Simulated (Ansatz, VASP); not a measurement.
## CsZn: VASP beside Ansatz

The input INCAR:

```
SYSTEM = CsZn
PREC = Accurate
ENCUT = 520
EDIFF = 1E-6
ISMEAR = -1
SIGMA = 0.05
LREAL = .FALSE.
LASPH = .TRUE.
NELM = 60
ALGO = Normal
ISIF = 2
LWAVE = .FALSE.
LCHARG = .FALSE.
GGA = PE
NBANDS = 18
```

File KPOINTS:

```
regular mesh
0
G
  8 8 8
  0 0 0
```

Contents of POSCAR:

```
CsZn
1.0
    3.6399459845      0.0000000000      0.0000000000
    0.0000000000      3.6399459845      0.0000000000
    0.0000000000      0.0000000000      3.6399459845
Cs Zn
1 1
Direct
    0.0000000000      0.0000000000      0.0000000000
    0.5000000000      0.5000000000      0.5000000000
```

Input for Ansatz:

```yaml
crystal:
  lattice:
    - [3.6399459845, 0.0, 0.0]
    - [0.0, 3.6399459845, 0.0]
    - [0.0, 0.0, 3.6399459845]
  atoms:
    - { symbol: Cs, position: [0.0, 0.0, 0.0] }
    - { symbol: Zn, position: [0.5, 0.5, 0.5] }
kpoints:
  mp_grid: { grid: [8, 8, 8] }
  band_path:
    path:
      - [0.0, 0.0, 0.0]
      - [0.0, 0.5, 0.0]
      - [0.5, 0.5, 0.0]
      - [0.0, 0.0, 0.0]
      - [0.5, 0.5, 0.5]
      - [0.0, 0.5, 0.0]
      - [0.5, 0.5, 0.5]
      - [0.5, 0.5, 0.0]
    npoints: 8
scf:
  occupations: { method: fermi_dirac, width: 0.05 }
hamiltonian:
  xc: pbe
  pseudopotentials: { kind: all_electron, lapw: { basis_error: 0.0005 } }
output:
  forces: true
  stress: true
  eigenvalues: true
  populations: true
```

Change from the starting cell: volume scaled by 0.5, LAPW.

Alike in both runs: task single point; functional PBE; k mesh 8 × 8 × 8; occupations fermi-dirac, width 0.05 eV; no spin polarisation.

|  | VASP | Ansatz |
| --- | --- | --- |
| version | VASP 6.6.1 | Ansatz 0.2.0 |
| potentials or method | VASP PAW PBE potentials, release 64 (Cs_sv, Zn), cutoff 520 eV | all-electron LAPW, scalar-relativistic |

```csv
,VASP,Ansatz,Ansatz less VASP
pressure (GPa),17.4,16.9,-0.52
```

Ansatz ran all-electron here, and VASP with PAW potentials.

Neither program's run includes spin-orbit coupling.
